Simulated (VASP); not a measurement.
Here is a VASP 6.6.1 calculation.

The input INCAR:

```
SYSTEM = Si8H3Cl
PREC     = Accurate       ! precision mode
ENCUT    = 520            ! plane-wave cutoff, eV
EDIFF    = 1E-6           ! SCF threshold, eV
ISMEAR   = -1             ! smearing method
SIGMA    = 0.02           ! smearing width, eV
LREAL    = Auto         
LASPH    = .TRUE.         ! aspherical terms in the spheres
NELM     = 100            ! most SCF steps
ALGO     = Normal         ! electronic algorithm
ISIF     = 2              ! what is computed and relaxed
LWAVE    = .FALSE.        ! write WAVECAR
LCHARG   = .FALSE.        ! write CHGCAR
GGA      = PS             ! functional
NBANDS   = 60             ! bands
```

KPOINTS

```
regular mesh
0
G
  2 2 1
  0 0 0
```

The input POSCAR:

```
Si8H3Cl
1.0
    7.6791800000      0.0000000000      0.0000000000
    3.8395900000      6.6503650000      0.0000000000
    0.0000000000      0.0000000000     18.8687650000
H Si Cl
6 16 2
Direct
    0.1666668792      0.1666675438      0.0529976392
    0.6666681814      0.1666675438      0.0529976392
    0.1666662146      0.6666701752      0.0529976392
    0.6666675168      0.6666701752      0.0529976392
    0.0988382001      0.4020230469      0.4226879714
    0.4776113901      0.5461354377      0.4188668416
    0.1666668792      0.1666675438      0.1324940981
    0.6666681814      0.1666675438      0.1324940981
    0.1666662146      0.6666701752      0.1324940981
    0.6666675168      0.6666701752      0.1324940981
   -0.1860119254      0.3207944226      0.1758355674
    0.3342210620      0.3366131032      0.1719826390
   -0.1666254123      0.8395027942      0.1808226453
    0.3399411052      0.8394727207      0.1679866170
   -0.1749653502      0.3269594977      0.3042117489
    0.3242773779      0.3141782444      0.2925575680
   -0.1667941718      0.8448408471      0.2993359661
    0.3374397849      0.7881672660      0.2906920511
    0.0066595943     -0.0304043462      0.3354803560
    0.5077797926     -0.0073529799      0.3379765448
    0.0304741569      0.4747859704      0.3392590877
    0.4767055195      0.4888002388      0.3419884661
    0.4939609275      0.0028870596      0.4441997131
    0.0724336920     -0.0475913728      0.4488794047
```

Potentials or basis: VASP PAW PBE potentials, release 64 (H, Si, Cl).

Command:

```console
$ cat potpaw_PBE.64/H/POTCAR potpaw_PBE.64/Si/POTCAR potpaw_PBE.64/Cl/POTCAR > POTCAR
$ mpirun -np 1 vasp_std > vasp.out
```

Task: What does it give for the band gap on the k mesh?

Result: 0.82 eV.

Task: What does it give for the largest force?

Result: 4.386 eV/Å.

Forces on the atoms (eV/Å):
```
H   -0.025  0.007 -0.121
H    0.030 -0.123 -0.083
H   -0.262 -0.048 -0.120
H    0.228  0.007 -0.106
H   -0.405  0.885 -1.527
H   -0.391 -0.294 -0.097
Si  -0.718  0.893  0.370
Si  -1.639 -0.960 -0.430
Si   0.343  0.742  0.290
Si   0.565 -0.665  0.577
Si   2.988  1.532  0.723
Si  -0.257 -0.306 -0.514
Si  -0.156 -0.621 -2.028
Si  -0.992 -0.848  0.436
Si   0.124 -0.359 -0.126
Si   2.070 -0.653 -0.290
Si  -2.266 -2.824  0.718
Si   1.211  2.503 -0.235
Si   3.381  2.206  1.715
Si  -1.790 -1.026 -1.262
Si  -2.639  1.135  1.904
Si   1.000 -1.309  0.211
Cl   0.200  0.111  1.097
Cl  -0.602  0.015 -1.101
```

Caveat: the k points lie up to 0.47 Å⁻¹ apart; the atoms stand as in a frame of molecular dynamics; the PAW data sets were made with another functional, which shifts forces and pressure a little.
